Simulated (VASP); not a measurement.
A run of VASP 6.6.1:

INCAR

```
ALGO = Normal ; DIPOL = 0.5 0.5 0.639
EDIFF = 1E-6 ; ENCUT = 400
GGA = PS ; GGA_COMPAT = F
IDIPOL = 3 ; ISIF = 2
ISMEAR = 0 ; IVDW = 12
LASPH = T ; LCHARG = F
LDIPOL = T ; LREAL = F
LWAVE = F ; NBANDS = 12
NELM = 120 ; NELMDL = -8
PREC = Accurate ; SIGMA = 0.04
```

File KPOINTS:

```
k-points
0
Gamma
  12 12 1
```

POSCAR

```
As
1.0
    3.4842955108      0.0000000000      0.0000000000
   -1.7421477554      3.0174884267      0.0000000000
    0.0000000000      0.0000000000     23.2400000000
As
2
Direct
    0.3333333333      0.6666666667      0.6088855250
    0.6666666667      0.3333333333      0.6694752303
```

Potentials or basis: VASP PAW PBE potentials, release 64 (As).

The run is started by

```sh
$ cat potpaw_PBE.64/As/POTCAR > POTCAR
$ mpirun -np 1 vasp_std > vasp.out
```

Hardware: 1 thread of AMD EPYC 7R43 64-Core Processor (Zen 3), with other jobs on the host.

Question: How long does it take, and how much memory?

Answer: Run time: 2.2 min on 1 thread of AMD EPYC 7R43 64-Core Processor (Zen 3) (shared host), peak memory 0.22 GiB. Counts: scf iterations 21, k points 19.
